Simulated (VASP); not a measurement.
# Cl (Fd-3m) in VASP: notebook, part 2 of 2

VASP 6.6.1. Earlier steps stand in the parts before.

### 3 Relaxation of cell and atoms, PBE, target pressure 20 GPa, at which the enthalpy is minimised

File INCAR:

```
PREC = Accurate ; ENCUT = 500
EDIFF = 1E-7 ; ISMEAR = -1
SIGMA = 0.01 ; LREAL = False
LASPH = True ; NELM = 120
ALGO = Normal ; ISIF = 3
LWAVE = False ; LCHARG = False
GGA = PE ; IBRION = 2
NSW = 60 ; EDIFFG = -0.02
PSTRESS = 200.0 ; GGA_COMPAT = False
NELMIN = 4
```

File KPOINTS:

```
Automatic mesh
0
Gamma
  5 5 5
```

File POSCAR:

```
Cl
1.0
    0.0000000000      3.0750000000      3.0750000000
    3.0750000000      0.0000000000      3.0750000000
    3.0750000000      3.0750000000      0.0000000000
Cl
2
Direct
    1.0000000000      1.0000000000      1.0000000000
    0.2500000000      0.2500000000      0.2500000000
```

Potentials or basis: VASP PAW PBE potentials, release 64 (Cl).

Run with:

```sh
$ cat potpaw_PBE.64/Cl/POTCAR > POTCAR
$ mpirun -np 1 vasp_std > vasp.out
```

OUTCAR:

```text
PREC = Accurate
   ENCUT = 500
   EDIFF = 1E-7
   ISMEAR = -1
   LREAL = False
   LASPH = True
   NELM = 120
   ISIF = 3
   GGA = PE
   IBRION = 2
   NSW = 60
   EDIFFG = -0.02
   PSTRESS = 200.0
   NELMIN = 4

 ion  position               nearest neighbor table
   1  0.000  0.000  0.000-   2 2.66   2 2.66   2 2.66   2 2.66
   2  0.250  0.250  0.250-   1 2.66   1 2.66   1 2.66   1 2.66

  LATTYP: Found a face centered cubic cell.
 ALAT       =     6.1500000000

  Lattice vectors:

 A1 = (   0.0000000000,   3.0750000000,   3.0750000000)
 A2 = (   3.0750000000,   0.0000000000,   3.0750000000)
 A3 = (   3.0750000000,   3.0750000000,   0.0000000000)

Analysis of symmetry for initial positions (statically):
=====================================================================
 Subroutine PRICEL returns:
 Original cell was already a primitive cell.

 Routine SETGRP: Setting up the symmetry group for a
 face centered cubic supercell.

 Subroutine GETGRP returns: Found 48 space group operations
 (whereof 24 operations were pure point group operations)
 out of a pool of 48 trial point group operations.

The static configuration has the point symmetry T_d .
 The point group associated with its full space group is O_h .

Analysis of symmetry for dynamics (positions and initial velocities):
=====================================================================
 Subroutine PRICEL returns:
 Original cell was already a primitive cell.

 Routine SETGRP: Setting up the symmetry group for a
 face centered cubic supercell.

 Subroutine GETGRP returns: Found 48 space group operations
 (whereof 24 operations were pure point group operations)
 out of a pool of 48 trial point group operations.

The dynamic configuration has the point symmetry T_d .
 The point group associated with its full space group is O_h .

 Subroutine INISYM returns: Found 48 space group operations
 (whereof 24 operations are pure point group operations),
 and found     1 'primitive' translations

----------------------------------------------------------------------------------------
[... 106 lines left out ...]
   IVDW    =     0    specifies the selected vdW correction
   LEPSILON=     F    determine dielectric tensor
   LRPA    =     F    only Hartree local field effects (RPA)
 conjugate gradient relaxation of ions
 non-spin polarized calculation
  energy-cutoff  :      500.00
  volume of cell :       58.15
 maximum number of plane-waves:      1485
   NGX = 15   NGY = 15   NGZ = 15

--------------------------------------- Ionic step        1  -------------------------------------------

 number of electron      14.0000003 magnetization

 Free energy of the ion-electron system (eV)
  ---------------------------------------------------
  ext. energy  EPLUGINS =         0.00000000
  ---------------------------------------------------
  free energy    TOTEN  =        -1.89192277 eV

  energy without entropy =       -1.88960460  energy(sigma->0) =       -1.89076369

------------------------ aborting loop because EDIFF is reached ----------------------------------------

  FORCE on cell =-STRESS in cart. coord.  units (eV):
  Direction    XX          YY          ZZ          XY          YZ          ZX
  --------------------------------------------------------------------------------------
  -------------------------------------------------------------------------------------
  Total        1.3012623      1.3012623      1.3012623     -0.0000000      0.0000000      0.0000000
  in kB       35.8517273     35.8517273     35.8517273     -0.0000000      0.0000000      0.0000000
  external PRESSURE =    -164.1482727 kB  Pullay stress =     200.0000000 kB
[... 25 lines left out ...]
--------------------------------------- Ionic step        2  -------------------------------------------

 number of electron      14.0000002 magnetization

 E-fermi :   5.6729     XC(G=0):  -9.8001

 val. band max:        5.6677938716   @ k =   0.4000   0.2000   0.0000
 cond. band min:       5.8770807697   @ k =  -0.4000   0.4000   0.2000
 fundamental gap:      0.2092868981
 Fermi energy:         5.6729021278

 k-point     1 :       0.0000    0.0000    0.0000
  band No.  band energies     occupation
      1     -14.4151      2.00000
      2      -6.4459      2.00000
      3      -0.3972      2.00000
      4      -0.3972      2.00000
      5      -0.3972      2.00000
      6       3.1241      2.00000
      7       3.1241      2.00000
      8       3.1241      2.00000
      9      11.4930      0.00000
     10      14.0542      0.00000
     11      14.0542      0.00000
[... 237 lines left out ...]
--------------------------------------- Ionic step        5  -------------------------------------------

 number of electron      14.0000001 magnetization

 Free energy of the ion-electron system (eV)
  ---------------------------------------------------
  ext. energy  EPLUGINS =         0.00000000
  ---------------------------------------------------
  free energy    TOTEN  =        -0.99980867 eV

  energy without entropy =       -0.99652153  energy(sigma->0) =       -0.99816510

 E-fermi :   3.1313     XC(G=0):  -8.8731

 val. band max:        3.1209693143   @ k =   0.4000   0.0000   0.0000
 cond. band min:       3.1361673843   @ k =   0.4000   0.2000   0.0000
 fundamental gap:      0.0151980699
 Fermi energy:         3.1312500705

 k-point     1 :       0.0000    0.0000    0.0000
  band No.  band energies     occupation
      1     -15.0188      2.00000
      2      -9.3448      2.00000
      3      -1.6978      2.00000
      4      -1.6978      2.00000
      5      -1.6978      2.00000
      6       1.2593      2.00000
      7       1.2593      2.00000
      8       1.2593      2.00000
      9       9.1646      0.00000
     10      12.3567      0.00000
     11      12.3567      0.00000
[... 157 lines left out ...]
  energy  without entropy=       -0.9965215325  energy(sigma->0) =       -0.99816510

  enthalpy is  TOTEN    =         4.5060292216 eV   P V=        5.5058378937

 reached required accuracy - stopping structural energy minimisation
```

It took 40 s on 1 thread of AMD EPYC 7R43 (Zen 3), shared host; peak memory 0.13 GiB.

Results:

| Item | Value |
| --- | --- |
| Free energy | -0.9998 eV |
| Relaxed volume | 22.05 Å³/atom |
| Relaxed cell | a = 3.966 Å, b = 3.966 Å, c = 3.966 Å, α = 60.00°, β = 60.00°, γ = 60.00° |
| Space group after relaxing (to 0.1 Å) | Fd-3m (No. 227) |
| Energy change on relaxing (the run minimises the enthalpy) | +446.1 meV/atom |
| Ionic steps | 5 |
| Pressure after relaxing | 19.9 GPa |
| Band gap on the k mesh | zero (bands 7 and 8 overlap by 2.40 eV) |

Step by step:
```csv
step,energy change (eV),largest force (eV/Å),pressure (GPa),volume (Å³)
1,0.0000,0.0000,3.59,58.15
2,2.2683,0.0000,40.92,36.51
3,0.8855,0.0000,19.79,44.16
4,0.9172,0.0000,20.25,43.91
5,0.8921,0.0000,19.89,44.11
```

Final structure:
```
Cl
1.0
     0.00000    2.80430    2.80430
     2.80430    0.00000    2.80430
     2.80430    2.80430    0.00000
Cl
2
Direct
  0.00000 0.00000 0.00000
  0.25000 0.25000 0.25000
```

Caveat: the cell is relaxed towards a set pressure, so the run minimises the enthalpy, not the energy; the volume moved by over 15 % at a fixed basis, so the end points are rough.

### 4 Relaxation of cell and atoms, PBE, target pressure 30 GPa, at which the enthalpy is minimised

File INCAR:

```
PREC     = Accurate       # precision mode
ENCUT    = 500            # plane-wave cutoff, eV
EDIFF    = 1E-7           # SCF threshold, eV
ISMEAR   = -1             # smearing method
SIGMA    = 0.01           # smearing width, eV
LREAL    = F              # projectors in reciprocal space
LASPH    = T              # aspherical terms in the spheres
NELM     = 120            # most SCF steps
ALGO     = Normal         # electronic algorithm
ISIF     = 3              # what is computed and relaxed
LWAVE    = F              # write WAVECAR
LCHARG   = F              # write CHGCAR
GGA      = PE             # functional
IBRION   = 2              # ionic algorithm
NSW      = 60             # ionic steps
EDIFFG   = -0.02          # ionic threshold
PSTRESS  = 300.0        
GGA_COMPAT= F            
NELMIN   = 4
```

KPOINTS is that of step 3.

POSCAR is that of step 3.

Potentials or basis: VASP PAW PBE potentials, release 64 (Cl).

Run with:

```sh
$ cat potpaw_PBE.64/Cl/POTCAR > POTCAR
$ mpirun -np 1 vasp_std > vasp.out
```

OUTCAR:

```text
PREC = Accurate
   ENCUT = 500
   EDIFF = 1E-7
   ISMEAR = -1
   LREAL = F
   LASPH = T
   NELM = 120
   ISIF = 3
   GGA = PE
   IBRION = 2
   NSW = 60
   EDIFFG = -0.02
   PSTRESS = 300.0
   NELMIN = 4

 ion  position               nearest neighbor table
   1  0.000  0.000  0.000-   2 2.66   2 2.66   2 2.66   2 2.66
   2  0.250  0.250  0.250-   1 2.66   1 2.66   1 2.66   1 2.66

  LATTYP: Found a face centered cubic cell.
 ALAT       =     6.1500000000

  Lattice vectors:

 A1 = (   0.0000000000,   3.0750000000,   3.0750000000)
 A2 = (   3.0750000000,   0.0000000000,   3.0750000000)
 A3 = (   3.0750000000,   3.0750000000,   0.0000000000)

Analysis of symmetry for initial positions (statically):
=====================================================================
 Subroutine PRICEL returns:
 Original cell was already a primitive cell.

 Routine SETGRP: Setting up the symmetry group for a
 face centered cubic supercell.

 Subroutine GETGRP returns: Found 48 space group operations
 (whereof 24 operations were pure point group operations)
 out of a pool of 48 trial point group operations.

The static configuration has the point symmetry T_d .
 The point group associated with its full space group is O_h .

Analysis of symmetry for dynamics (positions and initial velocities):
=====================================================================
 Subroutine PRICEL returns:
 Original cell was already a primitive cell.

 Routine SETGRP: Setting up the symmetry group for a
 face centered cubic supercell.

 Subroutine GETGRP returns: Found 48 space group operations
 (whereof 24 operations were pure point group operations)
 out of a pool of 48 trial point group operations.

The dynamic configuration has the point symmetry T_d .
 The point group associated with its full space group is O_h .

 Subroutine INISYM returns: Found 48 space group operations
 (whereof 24 operations are pure point group operations),
 and found     1 'primitive' translations

----------------------------------------------------------------------------------------

                                     Primitive cell

[... 105 lines left out ...]
   LRPA    =     F    only Hartree local field effects (RPA)
 conjugate gradient relaxation of ions
 non-spin polarized calculation
  energy-cutoff  :      500.00
  volume of cell :       58.15
 maximum number of plane-waves:      1485
   NGX = 15   NGY = 15   NGZ = 15

--------------------------------------- Ionic step        1  -------------------------------------------

 number of electron      14.0000003 magnetization

 Free energy of the ion-electron system (eV)
  ---------------------------------------------------
  ext. energy  EPLUGINS =         0.00000000
  ---------------------------------------------------
  free energy    TOTEN  =        -1.89192277 eV

  energy without entropy =       -1.88960460  energy(sigma->0) =       -1.89076369

------------------------ aborting loop because EDIFF is reached ----------------------------------------

  FORCE on cell =-STRESS in cart. coord.  units (eV):
  Direction    XX          YY          ZZ          XY          YZ          ZX
  --------------------------------------------------------------------------------------
  -------------------------------------------------------------------------------------
  Total        1.3012623      1.3012623      1.3012623     -0.0000000      0.0000000      0.0000000
  in kB       35.8517273     35.8517273     35.8517273     -0.0000000      0.0000000      0.0000000
  external PRESSURE =    -264.1482727 kB  Pullay stress =     300.0000000 kB
[... 25 lines left out ...]
--------------------------------------- Ionic step        2  -------------------------------------------

 number of electron      13.9999999 magnetization

 E-fermi :  10.3398     XC(G=0): -11.5491

 val. band max:       10.3347080104   @ k =  -0.4000   0.4000   0.2000
 cond. band min:      10.6311119375   @ k =   0.4000   0.2000   0.0000
 fundamental gap:      0.2964039271
 Fermi energy:        10.3398162666

 k-point     1 :       0.0000    0.0000    0.0000
  band No.  band energies     occupation
      1     -13.3740      2.00000
      2       0.0867      2.00000
      3       2.3206      2.00000
      4       2.3206      2.00000
      5       2.3206      2.00000
      6       6.8665      2.00000
      7       6.8665      2.00000
      8       6.8665      2.00000
      9      16.4191      0.00000
     10      17.5443      0.00000
     11      17.5443      0.00000
[... 313 lines left out ...]
--------------------------------------- Ionic step        7  -------------------------------------------

 number of electron      13.9999997 magnetization

 Free energy of the ion-electron system (eV)
  ---------------------------------------------------
  ext. energy  EPLUGINS =         0.00000000
  ---------------------------------------------------
  free energy    TOTEN  =        -0.33235944 eV

  energy without entropy =       -0.32981900  energy(sigma->0) =       -0.33108922

 E-fermi :   4.4938     XC(G=0):  -9.3761

 val. band max:        4.4886726077   @ k =   0.4000   0.2000   0.0000
 cond. band min:       4.6256772522   @ k =   0.4000   0.0000   0.0000
 fundamental gap:      0.1370046445
 Fermi energy:         4.4937808373

 k-point     1 :       0.0000    0.0000    0.0000
  band No.  band energies     occupation
      1     -14.6880      2.00000
      2      -7.8225      2.00000
      3      -1.0067      2.00000
      4      -1.0067      2.00000
      5      -1.0067      2.00000
      6       2.2582      2.00000
      7       2.2582      2.00000
      8       2.2582      2.00000
      9      10.4053      0.00000
     10      13.2637      0.00000
     11      13.2637      0.00000
[... 157 lines left out ...]
  energy  without entropy=       -0.3298190022  energy(sigma->0) =       -0.33108922

  enthalpy is  TOTEN    =         7.1083196167 eV   P V=        7.4406790569

 reached required accuracy - stopping structural energy minimisation
```

OSZICAR:

```text
N       E                     dE             d eps       ncg     rms          rms(c)
DAV:   1     0.760605672673E+02    0.76061E+02   -0.58364E+03   220   0.101E+03
DAV:   2     0.206263556064E+01   -0.73998E+02   -0.71960E+02   375   0.183E+02
DAV:   3    -0.184034918640E+01   -0.39030E+01   -0.37574E+01   277   0.474E+01
[... 69 lines left out ...]
DAV:   2    -0.332499721616E+00    0.64791E-03   -0.91755E-04   223   0.236E-01    0.105E-01
DAV:   3    -0.332352011746E+00    0.14771E-03   -0.42487E-04   220   0.148E-01    0.104E-01
DAV:   4    -0.332365374335E+00   -0.13363E-04   -0.11790E-05   229   0.322E-02    0.558E-02
DAV:   5    -0.332359518872E+00    0.58555E-05   -0.49673E-06   235   0.161E-02    0.425E-03
DAV:   6    -0.332359440220E+00    0.78652E-07   -0.84917E-08   158   0.282E-03
   7 F= 0.71083196E+01 E0= 0.71095898E+01  d E =-.214479E-03
```

CONTCAR:

```text
Cl
   1.00000000000000
     0.0000000000000000    2.7084696167490878    2.7084696167490878
     2.7084696167490878    0.0000000000000000    2.7084696167490878
     2.7084696167490878    2.7084696167490878    0.0000000000000000
  Cl
     2
Direct
     0.0000000000000000    0.0000000000000000    0.0000000000000000
     0.2500000000000000    0.2500000000000000    0.2500000000000000

  0.00000000E+00  0.00000000E+00  0.00000000E+00
  0.00000000E+00  0.00000000E+00  0.00000000E+00
```

Wall time 42 s (1 thread of AMD EPYC 7R43 (Zen 3), shared host); peak memory 0.13 GiB.

What came out:

- Free energy: -0.3324 eV
- Relaxed volume: 19.87 Å³/atom
- Relaxed cell: a = 3.830 Å, b = 3.830 Å, c = 3.830 Å, α = 60.00°, β = 60.00°, γ = 60.00°
- Space group after relaxing (to 0.1 Å): Fd-3m (No. 227)
- Energy change on relaxing (the run minimises the enthalpy): +779.8 meV/atom
- Ionic steps: 7
- Pressure after relaxing: 30.0 GPa
- Band gap on the k mesh: zero (bands 7 and 8 overlap by 2.88 eV)

The path:
```csv
step,energy change (eV),largest force (eV/Å),pressure (GPa),volume (Å³)
1,0.0000,0.0000,3.59,58.15
2,6.5480,0.0000,105.63,26.42
3,1.3248,0.0000,26.33,41.07
4,1.5285,0.0000,29.52,39.90
5,1.5883,0.0000,30.46,39.59
6,1.5331,0.0000,29.59,39.88
7,1.5596,0.0000,30.01,39.74
```

Final structure:
```cif
data_structure
_symmetry_space_group_name_H-M 'P 1'
_symmetry_Int_Tables_number 1
_cell_length_a 3.8304
_cell_length_b 3.8304
_cell_length_c 3.8304
_cell_angle_alpha 60.000
_cell_angle_beta 60.000
_cell_angle_gamma 60.000
_cell_volume 39.74
loop_
_atom_site_label
_atom_site_type_symbol
_atom_site_fract_x
_atom_site_fract_y
_atom_site_fract_z
_atom_site_occupancy
Cl1 Cl 0.00000 0.00000 0.00000 1
Cl2 Cl 0.25000 0.25000 0.25000 1
```

Levels at points of the mesh, in eV from the Fermi level:
```
           k point  band 3  band 4  band 5  band 6  band 7  band 8  band 9  band 10  band 11
(0.00, 0.00, 0.00)   -5.50   -5.50   -5.50   -2.24   -2.24   -2.24    5.91     8.77     8.77
```

Caveat: the cell is relaxed towards a set pressure, so the run minimises the enthalpy, not the energy; the volume moved by over 15 % at a fixed basis, so the end points are rough.

### 5 Overview

```tsv
cell	gap on the mesh (eV)	pressure (GPa)
relaxed to 10 GPa	none	10.0
relaxed to 20 GPa	none	19.9
relaxed to 30 GPa	none	30.0
```

Alike in all rows: task relaxation of cell and atoms; level PBE; potentials or basis VASP PAW PBE potentials, release 64 (Cl); no spin polarisation; k mesh 5 × 5 × 5; cutoff (eV) 500; smearing fermi-dirac 0.01 eV.

Caveats: the cell is relaxed towards a set pressure, so the run minimises the enthalpy, not the energy; the volume moved by over 15 % at a fixed basis, so the end points are rough (at least some runs).

Total energies depend on the potentials used, so only differences within one code and one set of settings carry meaning.
